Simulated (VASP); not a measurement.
Set up this calculation in VASP 6.6.1, as the native input.

```
Task                   : single point
Functional             : PBE
Potentials or basis    : VASP PAW PBE potentials, release 64 (Al, Ru_pv)
Cutoff                 : 520 eV
k mesh                 : 16 × 16 × 16
Occupations            : gaussian, width 0.15 eV
Spin                   : no spin polarisation
Dipole correction      : no
Further INCAR settings : ALGO = Fast; EDIFF = 1e-06; NBANDS = 16
```

The structure of AlRu lies in POSCAR:

```
AlRu
1.0
    2.9467260000      0.0000000000      0.0000000000
    0.0000000000      2.9916000000      0.0000000000
    0.0000000000      0.0000000000      2.9916000000
Al Ru
1 1
Direct
    0.0000000000      0.0000000000      0.0000000000
    0.5000000000      0.5000000000      0.5000000000
```

This cell differs from its parent crystal: strain -0.0150 x Voigt [1, 0, 0, 0, 0, 0].

The input as run:

INCAR

```
ALGO = Fast ; EDIFF = 1E-6
ENCUT = 520 ; GGA = PE
ISIF = 2 ; ISMEAR = 0
LASPH = T ; LCHARG = F
LREAL = F ; LWAVE = F
NBANDS = 16 ; NELM = 100
PREC = Accurate ; SIGMA = 0.15
```

KPOINTS

```
k-points
0
Gamma
  16 16 16
```

Potentials or basis: VASP PAW PBE potentials, release 64 (Al, Ru_pv).

The run is started by

```sh
$ cat potpaw_PBE.64/Al/POTCAR potpaw_PBE.64/Ru_pv/POTCAR > POTCAR
$ mpirun -np 1 vasp_std > vasp.out
```

Results of the run:

The pressure is 6.0 GPa and the band gap on the k mesh is zero (an odd number of electrons rules out a gap without spin polarisation).

Caveat: the cell differs from its parent crystal (strain -0.0150 x Voigt [1, 0, 0, 0, 0, 0]); the cell stands under pressure.

It took 120 s on 1 thread of Intel Xeon 8259CL, on a shared host, peak memory 0.28 GiB.
